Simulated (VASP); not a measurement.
Write the native input for VASP 6.6.1 that does the following.

```yaml
Task: single point
Functional: PBE
Potentials_or_basis: VASP PAW PBE potentials, release 64 (Si, Ni)
Cutoff: 520 eV
k_mesh: 14 × 14 × 14
Occupations: gaussian, width 0.1 eV
Spin: no spin polarisation
Dipole_correction: no
Further_INCAR_settings: ALGO = Normal; EDIFF = 1e-07; NBANDS = 16
```

The structure of Si2Ni lies in POSCAR:

```
Si2Ni
1.0
    0.0000000000      2.7503984815      2.7503984815
    2.7503984815      0.0000000000      2.7503984815
    2.7503984815      2.7503984815      0.0000000000
Si Ni
2 1
Direct
    0.2500000000      0.2500000000      0.2500000000
    0.7500000000      0.7500000000      0.7500000000
    0.0000000000      0.0000000000      0.0000000000
```

This cell differs from its parent crystal: volume scaled by 1.03.

These files were run (other wordings do the same):

INCAR

```
SYSTEM = Si2Ni
  PREC = Accurate
  ENCUT = 520
  EDIFF = 1E-7
  ISMEAR = 0
  SIGMA = 0.1
  LREAL = .False.
  LASPH = .True.
  NELM = 60
  ALGO = Normal
  ISIF = 2
  LWAVE = .False.
  LCHARG = .True.
  GGA = PE
  LELF = .True.
  LVHAR = .True.
  NBANDS = 16
```

KPOINTS

```
Automatic mesh
0
Gamma
  14 14 14
  0 0 0
```

Potentials or basis: VASP PAW PBE potentials, release 64 (Si, Ni).

Run with:

```bash
$ cat potpaw_PBE.64/Si/POTCAR potpaw_PBE.64/Ni/POTCAR > POTCAR
$ mpirun -np 1 vasp_std > vasp.out
```

Results of the run:

```yaml
Pressure: -4.1 GPa
Band_gap_on_the_k_mesh: zero (band 9 reaches 11.33 eV, above the bottom of band 10 at 9.14 eV)
```

Wall time 3 min on 1 thread of Intel Xeon 8259CL, on a shared host, peak memory 0.22 GiB.
